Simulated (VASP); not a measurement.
Here is a VASP 6.6.1 calculation.

INCAR

```
SYSTEM = SnSe
PREC     = Accurate       ! precision mode
ENCUT    = 520            ! plane-wave cutoff, eV
EDIFF    = 1E-6           ! SCF threshold, eV
ISMEAR   = -1             ! smearing method
SIGMA    = 0.02           ! smearing width, eV
LREAL    = .False.        ! projectors in reciprocal space
LASPH    = .True.         ! aspherical terms in the spheres
NELM     = 80             ! most SCF steps
ALGO     = Normal         ! electronic algorithm
ISIF     = 2              ! what is computed and relaxed
LWAVE    = .False.        ! write WAVECAR
LCHARG   = .False.        ! write CHGCAR
GGA      = PE             ! functional
NBANDS   = 28             ! bands
```

File KPOINTS:

```
Automatic mesh
0
Gamma
  6 6 4
  0 0 0
```

POSCAR

```
SnSe
1.0
    4.2193387754      0.0000000000      0.0000000000
    0.0000000000      4.2193387754      0.0000000000
    0.0000000000      0.0000000000      5.9930246257
Sn Se
2 2
Direct
    0.5000000000      0.0000000000      0.2500913545
    0.0000000000      0.5000000000      0.7499086455
    0.5000000000      0.0000000000      0.7498973803
    0.0000000000      0.5000000000      0.2501026197
```

Potentials or basis: VASP PAW PBE potentials, release 64 (Sn_d, Se).

The run is started by

```bash
$ cat potpaw_PBE.64/Sn_d/POTCAR potpaw_PBE.64/Se/POTCAR > POTCAR
$ mpirun -np 1 vasp_std > vasp.out
```

Question: What does it give for the pressure?

Answer: 2.0 GPa.

Question: What does it give for the band gap on the k mesh?

Answer: 0.68 eV.

Caveat: spin-orbit coupling is left out, which moves the levels of the heavy elements. A k mesh can miss the band edges.
